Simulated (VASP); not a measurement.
# Ta2Si2O (P4mm) in VASP: further runs

The runs below take Ta2Si2O through relaxation of cell and atoms, single point, with PBE.

All numbers are computed with VASP 6.6.1; they aren't measurements. Logs are shortened: lines on timing, memory, paths and dates and some standing lists are left out, and cuts for length are marked.

### Step 1. The cell of the first run

The structure is tetragonal, space group P4mm (No. 99). The conventional cell has a = 4.051 Å, b = 4.051 Å, c = 4.981 Å, α = 90.00°, β = 90.00°, γ = 90.00°. Ta (site symmetry 4mm) has 4 Si at 2.56 Å and 4 O at 2.87 Å within 3.4 Å. Ta (site symmetry 4mm) has 4 Si at 2.18 Å and 2 O at 2.43 to 2.55 Å within 2.9 Å. Within 2.9 Å of Si (site symmetry 2mm) lie 4 Ta at 2.18 to 2.56 Å and 2 O at 2.68 Å and 4 Si at 2.86 Å. Within 3.2 Å of O (site symmetry 4mm) lie 6 Ta at 2.43 to 2.87 Å and 4 Si at 2.68 Å.

The cell was generated, and may not be a known phase.

### Step 2. Relaxation of cell and atoms, PBE

File INCAR:

```
SYSTEM = Ta2Si2O
  ALGO = Normal
  EDIFF = 1E-6
  EDIFFG = -0.04
  ENCUT = 600
  GGA = PE
  IBRION = 2
  ISIF = 3
  ISMEAR = 0
  LASPH = .TRUE.
  LCHARG = .FALSE.
  LREAL = .FALSE.
  LWAVE = .FALSE.
  NELM = 60
  NSW = 90
  PREC = Accurate
  SIGMA = 0.1
```

File KPOINTS:

```
k-points
0
G
  4 4 4
  0 0 0
```

File POSCAR:

```
Ta2Si2O
1.0
    4.0512877500      0.0000000000      0.0000000000
    0.0000000000      4.0512877500      0.0000000000
    0.0000000000      0.0000000000      4.9811027100
Ta Si O
2 2 1
Direct
    0.0000000000      0.0000000000      0.4170985300
    0.5000000000      0.5000000000      0.8901591100
    0.5000000000      0.0000000000      0.7300651900
    0.0000000000      0.5000000000      0.7300651900
    0.5000000000      0.5000000000      0.3783945400
```

Potentials or basis: VASP PAW PBE potentials, release 64 (Ta_pv, Si, O).

Command:

```
$ cat potpaw_PBE.64/Ta_pv/POTCAR potpaw_PBE.64/Si/POTCAR potpaw_PBE.64/O/POTCAR > POTCAR
$ mpirun -np 1 vasp_std > vasp.out
```

OUTCAR:

```text
SYSTEM = Ta2Si2O
   EDIFF = 1E-6
   EDIFFG = -0.04
   ENCUT = 600
   GGA = PE
   IBRION = 2
   ISIF = 3
   ISMEAR = 0
   LASPH = .TRUE.
   LREAL = .FALSE.
   NELM = 60
   NSW = 90
   PREC = Accurate

 ion  position               nearest neighbor table
   1  0.000  0.000  0.417-   3 2.56   4 2.56   4 2.56   3 2.56
   2  0.500  0.500  0.890-   3 2.18   4 2.18   3 2.18   4 2.18   5 2.43   5 2.55
   3  0.500  0.000  0.730-   2 2.18   2 2.18   1 2.56   1 2.56   4 2.86   4 2.86   4 2.86   4 2.86

   4  0.000  0.500  0.730-   2 2.18   2 2.18   1 2.56   1 2.56   3 2.86   3 2.86   3 2.86   3 2.86

   5  0.500  0.500  0.378-   2 2.43   2 2.55

  LATTYP: Found a simple tetragonal cell.
 ALAT       =     4.0512877500
 C/A-ratio  =     1.2295109648

  Lattice vectors:

 A1 = (   4.0512877500,   0.0000000000,   0.0000000000)
 A2 = (   0.0000000000,   4.0512877500,   0.0000000000)
 A3 = (   0.0000000000,   0.0000000000,   4.9811027100)

Analysis of symmetry for initial positions (statically):
=====================================================================
 Subroutine PRICEL returns:
 Original cell was already a primitive cell.

 Routine SETGRP: Setting up the symmetry group for a
 simple tetragonal supercell.

 Subroutine GETGRP returns: Found  8 space group operations
 (whereof  8 operations were pure point group operations)
 out of a pool of 16 trial point group operations.

The static configuration has the point symmetry C_4v.

Analysis of symmetry for dynamics (positions and initial velocities):
=====================================================================
 Subroutine PRICEL returns:
 Original cell was already a primitive cell.

 Routine SETGRP: Setting up the symmetry group for a
 simple tetragonal supercell.

 Subroutine GETGRP returns: Found  8 space group operations
 (whereof  8 operations were pure point group operations)
 out of a pool of 16 trial point group operations.

The dynamic configuration has the point symmetry C_4v.

 Subroutine INISYM returns: Found  8 space group operations
 (whereof  8 operations are pure point group operations),
 and found     1 'primitive' translations

----------------------------------------------------------------------------------------

                                     Primitive cell

  volume of cell :      81.7545

  direct lattice vectors                    reciprocal lattice vectors
     4.051287750  0.000000000  0.000000000     0.246835096  0.000000000  0.000000000
     0.000000000  4.051287750  0.000000000     0.000000000  0.246835096  0.000000000
     0.000000000  0.000000000  4.981102710     0.000000000  0.000000000  0.200758759

  length of vectors
     4.051287750  4.051287750  4.981102710     0.246835096  0.246835096  0.200758759

  position of ions in fractional coordinates (direct lattice)
     0.000000000  0.000000000  0.417098530
     0.500000000  0.500000000  0.890159110
     0.500000000  0.000000000  0.730065190
     0.000000000  0.500000000  0.730065190
     0.500000000  0.500000000  0.378394540

  ion indices of the primitive-cell ions
   primitive index   ion index
                 1           1
                 2           2
                 3           3
                 4           4
                 5           5

----------------------------------------------------------------------------------------

 KPOINTS: k-points

Automatic generation of k-mesh.
 Grid dimensions read from file:
 generate k-points for:    4    4    4

 Generating k-lattice:

  Cartesian coordinates                     Fractional coordinates (reciprocal lattice)
     0.061708774  0.000000000  0.000000000     0.250000000  0.000000000  0.000000000
     0.000000000  0.061708774  0.000000000     0.000000000  0.250000000  0.000000000
     0.000000000  0.000000000  0.050189690     0.000000000  0.000000000  0.250000000

  Length of vectors
     0.061708774  0.061708774  0.050189690

  Shift w.r.t. Gamma in fractional coordinates (k-lattice)
     0.000000000  0.000000000  0.000000000

 Subroutine IBZKPT returns following result:
 ===========================================

 Found     18 irreducible k-points:

 Following reciprocal coordinates:
            Coordinates               Weight
  0.000000  0.000000  0.000000      1.000000
  0.250000  0.000000  0.000000      4.000000
  0.500000  0.000000  0.000000      2.000000
  0.250000  0.250000  0.000000      4.000000
  0.500000  0.250000  0.000000      4.000000
  0.500000  0.500000  0.000000      1.000000
[... 10 lines left out ...]
  0.500000  0.250000  0.500000      4.000000
  0.500000  0.500000  0.500000      1.000000
   k-points           NKPTS =     18   k-points in BZ     NKDIM =     18   number of bands    NBANDS=     22
   number of dos      NEDOS =    301   number of ions     NIONS =      5
   total plane-waves  NPLWV =  40960
   dimension x,y,z NGX =    32 NGY =   32 NGZ =   40
   dimension x,y,z NGXF=    64 NGYF=   64 NGZF=   80
   ions per type =               2   2   1
   NGX,Y,Z   is equivalent  to a cutoff of  13.13, 13.13, 13.35 a.u.
   NGXF,Y,Z  is equivalent  to a cutoff of  26.26, 26.26, 26.70 a.u.
 SYSTEM =  Ta2Si2O
   PREC   = accura    normal or accurate (medium, high low for compatibility)
   ISTART =      0    job   : 0-new  1-cont  2-samecut
   ICHARG =      2    charge: 1-file 2-atom 10-const
   ISPIN  =      1    spin polarized calculation?
   LNONCOLLINEAR =      F non collinear calculations
   LSORBIT =      F    spin-orbit coupling
   LASPH  =      T    aspherical Exc in radial PAW
   ENCUT  =  600.0 eV  44.10 Ry    6.64 a.u.   8.09  8.09  9.95*2*pi/ulx,y,z
   NELM   =     60;   NELMIN=  2; NELMDL= -5     # of ELM steps
   EDIFF  = 0.1E-05   stopping-criterion for ELM
   LREAL  =      F    real-space projection
   EDIFFG = -.4E-01   stopping-criterion for IOM
   NSW    =     90    number of steps for IOM
   IBRION =      2    ionic relax: 0-MD 1-quasi-New 2-CG
   NFREE  =      1    steps in history (QN), initial steepest desc. (CG)
   ISIF   =      3    stress and relaxation
   ISYM   =      2    0-nonsym 1-usesym 2-fastsym
   POTIM  = 0.5000    time-step for ionic-motion
   TEBEG  =    0.0;   TEEND  =   0.0 temperature during run
   PSTRESS=    0.0 pullay stress
   NELECT =      36.0000    total number of electrons
   NUPDOWN=      -1.0000    fix difference up-down
   EMIN   =  10.00;   EMAX   =-10.00  energy-range for DOS
   EFERMI =   0.00;   METHOD = LEGACY
   ISMEAR =     0;   SIGMA  =   0.10  broadening in eV -4-tet -1-fermi 0-gaus
   EFERMI_NEDOS =   21; number of points for ismear=-14 and -15
   IALGO  =     38    algorithm
   IMIX   =      4    mixing-type and parameters
     AMIX     =   0.40;   BMIX     =  1.00
     AMIX_MAG =   1.60;   BMIX_MAG =  1.00
  volume/ion in A,a.u.               =      16.35       110.34
  Fermi-wavevector in a.u.,A,eV,Ry     =   1.245485  2.353625 21.105799  1.551232
  Thomas-Fermi vector in A             =   2.379705
   LORBIT       =      0    0 simple, 1 ext, 2 COOP (PROOUT), +10 PAW based schemes
   GGA     = PE    functional components
   LHFCALC =     F    Hartree Fock is set to
   AEXX    =    0.0000 exact exchange contribution
   IVDW    =     0    specifies the selected vdW correction
   LEPSILON=     F    determine dielectric tensor
   LRPA    =     F    only Hartree local field effects (RPA)
 conjugate gradient relaxation of ions
 non-spin polarized calculation
 Gauss-broadening in eV      SIGMA  =   0.10
  energy-cutoff  :      600.00
  volume of cell :       81.75
 maximum number of plane-waves:      2760
   NGX = 17   NGY = 17   NGZ = 19

--------------------------------------- Ionic step        1  -------------------------------------------

 number of electron      36.0000003 magnetization

 Free energy of the ion-electron system (eV)
  ---------------------------------------------------
  ext. energy  EPLUGINS =         0.00000000
  ---------------------------------------------------
  free energy    TOTEN  =       -33.32197733 eV

  energy without entropy =      -33.31376568  energy(sigma->0) =      -33.31787150

------------------------ aborting loop because EDIFF is reached ----------------------------------------

  FORCE on cell =-STRESS in cart. coord.  units (eV):
  Direction    XX          YY          ZZ          XY          YZ          ZX
  --------------------------------------------------------------------------------------
  -------------------------------------------------------------------------------------
  Total       19.2581990     19.2581990     -1.7728089      0.0000000      0.0000000      0.0000000
  in kB      377.4110170    377.4110170    -34.7424808      0.0000000      0.0000000      0.0000000
  external PRESSURE =     240.0265177 kB  Pullay stress =       0.0000000 kB
[... 24 lines left out ...]
  energy  without entropy=      -33.3137656774  energy(sigma->0) =      -33.31787150

--------------------------------------- Ionic step        2  -------------------------------------------

 number of electron      35.9999982 magnetization

 E-fermi :   3.4278     XC(G=0):  -9.7158

 val. band max:        3.4277461926   @ k =   0.5000   0.5000   0.0000
 cond. band min:       3.4540249584   @ k =   0.5000   0.2500   0.0000
 fundamental gap:      0.0262787658
 Fermi energy:         3.4277785277

 k-point     1 :       0.0000    0.0000    0.0000
  band No.  band energies     occupation
      1     -32.1914      2.00000
      2     -31.9909      2.00000
      3     -31.9909      2.00000
      4     -31.8405      2.00000
      5     -31.4414      2.00000
      6     -31.4414      2.00000
[... 510 lines left out ...]
  FREE ENERGIE OF THE ION-ELECTRON SYSTEM (eV)
  ---------------------------------------------------
  free  energy   TOTEN  =       -37.2559537233 eV

  energy  without entropy=      -37.2324206130  energy(sigma->0) =      -37.24418717

[... ionic steps 4 to 83 ...]

--------------------------------------- Ionic step       84  -------------------------------------------

 number of electron      35.9999991 magnetization

------------------------ aborting loop because EDIFF is reached ----------------------------------------

  FORCE on cell =-STRESS in cart. coord.  units (eV):
  Direction    XX          YY          ZZ          XY          YZ          ZX
  --------------------------------------------------------------------------------------
  -------------------------------------------------------------------------------------
  Total       -0.1598291     -0.1598291     -0.0486788      0.0000000     -0.0000000      0.0000000
  in kB       -2.5921326     -2.5921326     -0.7894807      0.0000000     -0.0000000      0.0000000
  external PRESSURE =      -1.9912486 kB  Pullay stress =       0.0000000 kB
[... 63 lines left out ...]
  energy  without entropy=      -40.1320991845  energy(sigma->0) =      -40.14012361

--------------------------------------- Ionic step       86  -------------------------------------------

 number of electron      35.9999991 magnetization

 Free energy of the ion-electron system (eV)
  ---------------------------------------------------
  ext. energy  EPLUGINS =         0.00000000
  ---------------------------------------------------
  free energy    TOTEN  =       -40.14860840 eV

  energy without entropy =      -40.13283897  energy(sigma->0) =      -40.14072368

 E-fermi :   3.9561     XC(G=0): -10.1875

 val. band max:        3.9137291279   @ k =   0.2500   0.2500   0.0000
 cond. band min:       3.9843946767   @ k =   0.5000   0.0000   0.5000
 fundamental gap:      0.0706655488
 Fermi energy:         3.9561050923

 k-point     1 :       0.0000    0.0000    0.0000
  band No.  band energies     occupation
      1     -30.8187      2.00000
      2     -30.8042      2.00000
      3     -30.6798      2.00000
      4     -30.6798      2.00000
      5     -30.5636      2.00000
      6     -30.5636      2.00000
[... 471 lines left out ...]
  FREE ENERGIE OF THE ION-ELECTRON SYSTEM (eV)
  ---------------------------------------------------
  free  energy   TOTEN  =       -40.1486083994 eV

  energy  without entropy=      -40.1328389650  energy(sigma->0) =      -40.14072368

 reached required accuracy - stopping structural energy minimisation
```

It took 26 min on 1 thread of Intel Xeon Platinum 8488C (Sapphire Rapids), shared host; peak memory 0.22 GiB.

What came out:

```
Free energy                           : -40.1486 eV
Relaxed volume                        : 19.75 Å³/atom
Relaxed cell                          : a = 5.080 Å, b = 5.080 Å, c = 3.827 Å, α = 90.00°, β = 90.00°, γ = 90.00°
Space group after relaxing (to 0.1 Å) : P4mm (No. 99)
Pressure after relaxing               : 0.0 GPa
Largest force after relaxing          : 0.028 eV/Å
Band gap on the k mesh                : zero (bands 18 and 19 overlap by 1.33 eV)
```

Forces in eV/Å, atoms in the order of the input:
```
Ta   0.000  0.000  0.019
Ta   0.000  0.000 -0.028
Si   0.000  0.000 -0.008
Si   0.000  0.000 -0.008
O    0.000  0.000  0.026
```

Final structure:
```yaml
crystal:
  lattice:
    - [5.07985, 0.00000, 0.00000]
    - [0.00000, 5.07985, 0.00000]
    - [0.00000, 0.00000, 3.82681]
  atoms:
    - { symbol: Ta, position: [0.00000, 0.00000, 0.68123] }
    - { symbol: Ta, position: [0.50000, 0.50000, 0.71310] }
    - { symbol: Si, position: [0.50000, 0.00000, 0.76777] }
    - { symbol: Si, position: [0.00000, 0.50000, 0.76777] }
    - { symbol: O, position: [0.50000, 0.50000, 0.21590] }
```

Caveat: the k points lie up to 0.41 Å⁻¹ apart in the final cell, too coarse for converged energies and pressures of a metal; the volume moved by over 15 % at a fixed basis, so the end points are rough; spin-orbit coupling is left out, which moves the levels of the heavy elements.

### Step 3. Single point, PBE

This run uses another cell than the first one, of 14.45 Å³/atom.

File INCAR:

```
SYSTEM = Ta2Si2O
  PREC = Accurate
  ENCUT = 520
  EDIFF = 1E-7
  ISMEAR = 0
  SIGMA = 0.1
  LREAL = .False.
  LASPH = .True.
  NELM = 100
  ALGO = Normal
  ISIF = 2
  LWAVE = .False.
  LCHARG = .False.
  GGA = PE
  NBANDS = 26
```

File KPOINTS:

```
regular mesh
0
Gamma
  12 12 6
  0 0 0
```

File POSCAR:

```
Ta2Si2O
1.0
    3.3276938936      0.0000000000      0.0000000000
    0.0000000000      3.3276938936      0.0000000000
    0.0000000000      0.0000000000      6.5254504371
Ta Si O
2 2 1
Direct
    0.0000000000      0.0000000000      0.3816074787
    0.5000000000      0.5000000000      0.0175760879
    0.5000000000      0.0000000000      0.7091378021
    0.0000000000      0.5000000000      0.7091378021
    0.5000000000      0.5000000000      0.3283233893
```

Potentials or basis: VASP PAW PBE potentials, release 64 (Ta_pv, Si, O).

Command:

```
$ cat potpaw_PBE.64/Ta_pv/POTCAR potpaw_PBE.64/Si/POTCAR potpaw_PBE.64/O/POTCAR > POTCAR
$ mpirun -np 1 vasp_std > vasp.out
```

It took 3.5 min on 1 thread of Intel Xeon Platinum 8488C (Sapphire Rapids), shared host; peak memory 0.32 GiB.

It converged, with:

```yaml
Free_energy: -41.8816 eV
Pressure: 0.1 GPa
Largest_force: 0.071 eV/Å
Band_gap_on_the_k_mesh: zero (bands 18 and 19 overlap by 1.45 eV)
```

Forces in eV/Å, atoms in the order of the input:
```
Ta   0.000  0.000  0.024
Ta   0.000  0.000 -0.071
Si   0.000  0.000 -0.003
Si   0.000  0.000 -0.003
O    0.000  0.000  0.053
```

Stress tensor (GPa, compression positive):
```
-0.01  0.00  0.00
 0.00 -0.01  0.00
 0.00  0.00  0.29
```

Levels at points of the mesh, in eV from the Fermi level:
| k point | band 15 | band 16 | band 17 | band 18 | band 19 | band 20 | band 21 | band 22 |
| --- | --- | --- | --- | --- | --- | --- | --- | --- |
| (0.00, 0.00, 0.00) | -3.15 | -3.15 | -2.18 | -0.24 | 0.83 | 0.83 | 1.15 | 2.00 |
| (0.50, 0.00, 0.00) | -1.53 | -0.88 | -0.79 | -0.70 | 0.15 | 0.60 | 1.40 | 3.35 |
| (0.50, 0.50, 0.00) | -2.72 | -2.72 | -1.88 | 0.61 | 0.74 | 0.74 | 1.65 | 2.80 |
| (0.00, 0.00, 0.50) | -2.95 | -2.72 | -2.27 | 0.01 | 0.01 | 0.14 | 0.82 | 1.19 |
| (0.50, 0.00, 0.50) | -2.29 | -1.47 | -1.24 | -0.53 | 0.60 | 1.43 | 2.36 | 2.45 |
| (0.50, 0.50, 0.50) | -3.24 | -3.24 | -3.02 | 0.91 | 1.96 | 1.96 | 2.80 | 2.84 |

Caveat: spin-orbit coupling is left out, which moves the levels of the heavy elements.

The gap in the log of VASP goes by the Fermi energy; the results here count the filled bands.